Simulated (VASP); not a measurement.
Crystal: ZnCd2Se2S.

```
Zn Cd Se S
1.0
     4.60308    0.00000    0.00000
     0.00000    4.60308    0.00000
     0.00000    0.00000    5.85333
Zn Cd Se S
1 2 2 1
Direct
  0.00000 0.00000 0.50000
  0.50000 0.50000 0.72117
  0.50000 0.50000 0.27883
  0.50000 0.00000 0.00000
  0.00000 0.50000 0.00000
  0.00000 0.00000 0.00000
```

The cell was generated, and may not be a known phase.

```yaml
Program: VASP 6.6.1
Task: relaxation of cell and atoms
Functional: PBE
Potentials_or_basis: VASP PAW PBE potentials, release 64 (Zn, Cd, Se, S)
Cutoff: 600 eV
k_mesh: 4 × 4 × 4
Occupations: gaussian, width 0.1 eV
Spin: no spin polarisation
```

At the start: pressure 14.6 GPa; volume 20.67 Å³/atom.

Problem. How do energy, volume and symmetry change on relaxing?

Solution. Over 8 steps the energy falls by 256.4 meV/atom and the volume is 24.91 Å³/atom (+20.5 %); space group P4/mmm (No. 123, to 0.1 Å) before and after.

Step by step:
| step | energy change (eV) | largest force (eV/Å) | pressure (GPa) | volume (Å³) |
| --- | --- | --- | --- | --- |
| 1 | 0.0000 | 0.2264 | 14.62 | 124.02 |
| 2 | -1.2946 | 0.7066 | -2.37 | 160.69 |
| 3 | -1.3294 | 0.6631 | -0.58 | 153.38 |
| 4 | -1.3304 | 0.6733 | -0.90 | 154.54 |
| 5 | -1.4421 | 0.5154 | -0.72 | 152.86 |
| 6 | -1.5352 | 0.1300 | -0.22 | 149.97 |
| 7 | -1.5375 | 0.0439 | 0.00 | 149.12 |
| 8 | -1.5383 | 0.0228 | -0.08 | 149.43 |

Final structure:
```yaml
crystal:
  lattice:
    - [5.17484, 0.00000, 0.00000]
    - [0.00000, 5.17484, 0.00000]
    - [0.00000, 0.00000, 5.58020]
  atoms:
    - { symbol: Zn, position: [0.00000, 0.00000, 0.50000] }
    - { symbol: Cd, position: [0.50000, 0.50000, 0.73842] }
    - { symbol: Cd, position: [0.50000, 0.50000, 0.26158] }
    - { symbol: Se, position: [0.50000, 0.00000, 0.00000] }
    - { symbol: Se, position: [0.00000, 0.50000, 0.00000] }
    - { symbol: S, position: [0.00000, 0.00000, 0.00000] }
```

Caveat: the volume moved by over 15 % at a fixed basis, so the end points are rough.
